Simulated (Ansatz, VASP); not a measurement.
Two plane-wave programs on BN

The input INCAR:

```
PREC = Accurate
ENCUT = 600
EDIFF = 1E-7
ISMEAR = 0
SIGMA = 0.02
LREAL = F
LASPH = T
NELM = 120
ALGO = Normal
ISIF = 3
LWAVE = F
LCHARG = F
GGA = PE
IBRION = 2
NSW = 100
EDIFFG = -0.002
GGA_COMPAT = F
NELMIN = 4
```

KPOINTS

```
regular mesh
0
Gamma
  12 12 12
```

The input POSCAR:

```
BN
1.0
    0.0000000000      1.8075000000      1.8075000000
    1.8075000000      0.0000000000      1.8075000000
    1.8075000000      1.8075000000      0.0000000000
B N
1 1
Direct
    0.0000000000      0.0000000000      0.0000000000
    0.2500000000      0.2500000000      0.2500000000
```

Input for Ansatz:

```yaml
crystal:
  lattice:
    - [0.0, 1.8075, 1.8075]
    - [1.8075, 0.0, 1.8075]
    - [1.8075, 1.8075, 0.0]
  atoms:
    - { symbol: B, position: [0.0, 0.0, 0.0] }
    - { symbol: "N", position: [0.25, 0.25, 0.25] }
basis:
  ecutwfc: 600.0
kpoints:
  mp_grid: { grid: [12, 12, 12] }
hamiltonian:
  xc: pbe
scf:
  occupations: { method: gaussian, width: 0.02 }
output:
  forces: true
  stress: true
  eigenvalues: true
  write_density: true
  write_potential: true
  elf: true
  volumetric_format: npy
relax:
  adjacent_minimum: "off"
  f_tol: 0.002
  max_steps: 80
  cell: { stress_tol: 0.02 }
```

Alike in both runs: task relaxation of cell and atoms; functional PBE; k mesh 12 × 12 × 12; occupations gaussian, width 0.02 eV; no spin polarisation.

|  | VASP | Ansatz |
| --- | --- | --- |
| version | VASP 6.6.1 | Ansatz 0.2.0 |
| potentials or method | VASP PAW PBE potentials, release 64 (B, N), cutoff 600 eV | scalar-relativistic, plane waves, PAW |
| valence electrons in the cell | 8 | 8 |

Ansatz gave:

* gap on the k mesh at the Fermi level, each at its own relaxed structure (eV): 4.46
* relaxed volume (Å³/atom): 5.95
* relaxed cell length with the largest relative difference (Å): 2.563

Q: Estimate VASP's values.

A: gap on the k mesh at the Fermi level, each at its own relaxed structure (eV): 4.45; relaxed volume (Å³/atom): 5.95; relaxed cell length with the largest relative difference (Å): 2.563.
